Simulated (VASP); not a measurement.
A run of VASP 6.6.1 is set up as follows.

The input POSCAR:

```
In
1.0
    5.0901285390      0.0000000000      0.0000000000
   -2.5450642695      4.4081806233      0.0000000000
    0.0000000000      0.0000000000      3.1486700378
In
3
Direct
    1.0000000000      1.0000000000      0.0000000000
    0.3333333333      0.6666666667      0.5000000000
    0.6666666667      0.3333333333      0.5000000000
```

File INCAR.step1:

```
PREC = Accurate ; ENCUT = 520
ISMEAR = -1 ; SIGMA = 0.1
LREAL = False ; LASPH = True
NELM = 100 ; NBANDS = 26
GGA = PE ; ALGO = Normal
EDIFF = 1E-4 ; LWAVE = True
LCHARG = False
```

INCAR.step2

```
PREC = Accurate ; ENCUT = 520
EDIFF = 1E-7 ; ISMEAR = -1
SIGMA = 0.1 ; LREAL = False
LASPH = True ; NELM = 100
ALGO = Normal ; ISIF = 2
LWAVE = False ; LCHARG = True
METAGGA = R2SCAN ; LMIXTAU = True
LELF = True ; LVHAR = True
NBANDS = 26 ; ISTART = 1
```

Contents of KPOINTS:

```
regular mesh
0
Gamma
  8 8 11
```

Potentials or basis: VASP PAW PBE potentials, release 64 (In_d).

Command:

```bash
$ cat potpaw_PBE.64/In_d/POTCAR > POTCAR
$ cp INCAR.step1 INCAR
$ mpirun -np 1 vasp_std > vasp.out
$ cp INCAR.step2 INCAR
$ mpirun -np 1 vasp_std > vasp.out
```

Task: Predict the band gap on the k mesh.

Result: Zero (an odd number of electrons rules out a gap without spin polarisation).

Task: What does it give for the pressure?

Result: 7.2 GPa.

Stress tensor (GPa, compression positive):
```
7.40 0.00 0.00
0.00 7.40 0.00
0.00 0.00 6.89
```

Caveat: the cell stands under pressure; the PAW data sets were made with another functional, which shifts forces and pressure a little; spin-orbit coupling is left out, which moves the levels of the heavy elements.
